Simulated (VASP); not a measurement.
Write the native input for VASP 6.6.1 that does the following.

| Quantity | Value |
| --- | --- |
| Task | single point |
| Functional | PBE |
| Potentials or basis | VASP PAW PBE potentials, release 64 (Nb_sv, C) |
| Cutoff | 600 eV |
| k mesh | 16 × 16 × 16 |
| Occupations | gaussian, width 0.1 eV |
| Spin | no spin polarisation |
| Dipole correction | no |
| Further INCAR settings | ALGO = Normal; EDIFF = 1e-06; NBANDS = 16 |

The structure of NbC lies in POSCAR:

```
NbC
1.0
    0.0000000000      2.1922560000      2.1922560000
    2.1922560000      0.0000000000      2.1922560000
    2.1922560000      2.1922560000      0.0000000000
Nb C
1 1
Direct
    0.0000000000      0.0000000000      0.0000000000
    0.5000000000      0.5000000000      0.5000000000
```

This cell differs from its parent crystal: strained.

The input as run:

INCAR

```
ALGO = Normal ; EDIFF = 1E-6
ENCUT = 600 ; GGA = PE
GGA_COMPAT = False ; ISIF = 2
ISMEAR = 0 ; LASPH = True
LCHARG = False ; LREAL = False
LWAVE = False ; NBANDS = 16
NELM = 120 ; PREC = Accurate
SIGMA = 0.1
```

KPOINTS

```
k-points
0
Gamma
  16 16 16
```

Potentials or basis: VASP PAW PBE potentials, release 64 (Nb_sv, C).

Launch:

```sh
$ cat potpaw_PBE.64/Nb_sv/POTCAR potpaw_PBE.64/C/POTCAR > POTCAR
$ mpirun -np 1 vasp_std > vasp.out
```

Results of the run:

The pressure is 22.9 GPa.

Caveat: the cell differs from its parent crystal (strained).

Wall time 63 s on 1 thread of Intel Xeon 6975P-C, on a shared host, peak memory 0.2 GiB.
